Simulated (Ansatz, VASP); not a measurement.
Au: VASP beside Ansatz

```
Au
1.0
     0.00000    2.08589    2.08589
     2.08589    0.00000    2.08589
     2.08589    2.08589    0.00000
Au
1
Direct
  0.00000 0.00000 0.00000
```

Alike in both runs: task single point; functional PBE; k mesh 8 × 8 × 8; occupations gaussian, width 0.05 eV; no spin polarisation.

|  | VASP | Ansatz |
| --- | --- | --- |
| version | VASP 6.6.1 | Ansatz 0.2.0 |
| potentials or method | VASP PAW PBE potentials, release 64 (Au), cutoff 520 eV | scalar-relativistic, plane waves, PAW |
| valence electrons in the cell | 11 | 19 |

```csv
,VASP,Ansatz,Ansatz less VASP
gap on the k mesh at the Fermi level (eV),none,none,-
pressure (GPa),-0.9,-0.6,+0.24
```

A gap of «none» marks a metal or a gap that the smearing closes. VASP's potentials hold 11 valence electrons a cell and Ansatz's 19, so a difference there can come from the potentials and not from the codes.

Neither program's run includes spin-orbit coupling.
